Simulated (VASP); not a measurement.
Input of a VASP 6.6.1 run:

The input INCAR:

```
SYSTEM = Bi2Te3
PREC     = Accurate       ! precision mode
ENCUT    = 520            ! plane-wave cutoff, eV
EDIFF    = 1E-7           ! SCF threshold, eV
ISMEAR   = -1             ! smearing method
SIGMA    = 0.08           ! smearing width, eV
LREAL    = .FALSE.        ! projectors in reciprocal space
LASPH    = .TRUE.         ! aspherical terms in the spheres
NELM     = 100            ! most SCF steps
ALGO     = Normal         ! electronic algorithm
ISIF     = 2              ! what is computed and relaxed
LWAVE    = .FALSE.        ! write WAVECAR
LCHARG   = .FALSE.        ! write CHGCAR
GGA      = PS             ! functional
NBANDS   = 32             ! bands
```

The input KPOINTS:

```
Automatic mesh
0
G
  7 7 7
  0 0 0
```

Contents of POSCAR:

```
Bi2Te3
1.0
    2.1782819904      1.2576316935     10.0974419711
   -2.1782819904      1.2576316935     10.0974419711
    0.0000000000     -2.5152633870     10.0974419711
Bi Te
2 3
Direct
    0.4000000000      0.4000000000      0.4000000000
    0.6000000000      0.6000000000      0.6000000000
    0.0000000000      0.0000000000      0.0000000000
    0.2095000000      0.2095000000      0.2095000000
    0.7905000000      0.7905000000      0.7905000000
```

Potentials or basis: VASP PAW PBE potentials, release 64 (Bi_d, Te).

Command:

```bash
$ cat potpaw_PBE.64/Bi_d/POTCAR potpaw_PBE.64/Te/POTCAR > POTCAR
$ mpirun -np 1 vasp_std > vasp.out
```

(1) What does it give for the band gap on the k mesh?

(2) What does it give for the pressure?

(3) What does it give for the largest force?

Answers

(1) 0.21 eV.

(2) 0.5 GPa.

(3) 0.030 eV/Å.

Caveat: the PAW data sets were made with another functional, which shifts forces and pressure a little; spin-orbit coupling is left out, which moves the levels of the heavy elements.
